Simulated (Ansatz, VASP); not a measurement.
**One calculation of CaO, two programs**

INCAR

```
ALGO = Normal ; EDIFF = 1E-6
ENCUT = 520 ; GGA = PS
ISIF = 2 ; ISMEAR = 0
LASPH = T ; LCHARG = F
LREAL = F ; LWAVE = F
NBANDS = 24 ; NELM = 100
PREC = Accurate ; SIGMA = 0.02
```

The input KPOINTS:

```
k-points
0
Gamma
  9 9 6
```

POSCAR

```
CaO
1.0
    4.0516957828      0.0000000000      0.0000000000
   -2.0258478914      3.5088714763      0.0000000000
    0.0000000000      0.0000000000      4.8564212165
Ca O
2 2
Direct
    0.3333333300      0.6666666700      0.7500000000
    0.6666666700      0.3333333300      0.2500000000
    0.3333333300      0.6666666700      0.2500000000
    0.6666666700      0.3333333300      0.7500000000
```

Input for Ansatz:

```yaml
crystal:
  lattice:
    - [4.0516957828, 0.0, 0.0]
    - [-2.0258478914, 3.5088714763, 0.0]
    - [0.0, 0.0, 4.8564212165]
  atoms:
    - { symbol: Ca, position: [0.33333333, 0.66666667, 0.75] }
    - { symbol: Ca, position: [0.66666667, 0.33333333, 0.25] }
    - { symbol: O, position: [0.33333333, 0.66666667, 0.25] }
    - { symbol: O, position: [0.66666667, 0.33333333, 0.75] }
basis:
  ecutwfc: 420
kpoints:
  mp_grid: { grid: [9, 9, 6] }
hamiltonian:
  xc: pbesol
scf:
  occupations: { method: gaussian, width: 0.02 }
output:
  forces: true
  stress: true
  eigenvalues: true
```

Alike in both runs: task single point; functional PBEsol; k mesh 9 × 9 × 6; occupations gaussian, width 0.02 eV; no spin polarisation.

```csv
,VASP,Ansatz
version,VASP 6.6.1,Ansatz 0.2.0
potentials or method,"VASP PAW PBE potentials, release 64 (Ca_sv, O), cutoff 520 eV","scalar-relativistic, plane waves, PAW"
valence electrons in the cell,32,32
```

|  | VASP | Ansatz | Ansatz less VASP |
| --- | --- | --- | --- |
| gap on the k mesh at the Fermi level (eV) | 2.88 | 2.89 | +0.011 |
| least direct gap on the mesh (eV) | 2.88 | 2.89 | +0.011 |
| pressure (GPa) | -5.3 | -5.7 | -0.39 |
| traceless stress, the component that is largest in VASP (GPa) | -0.41 | -0.43 | -0.024 |

VASP's potentials were made for PBE, not for PBEsol. With one functional, cell and mesh, what is left measures potentials, basis and numerics.
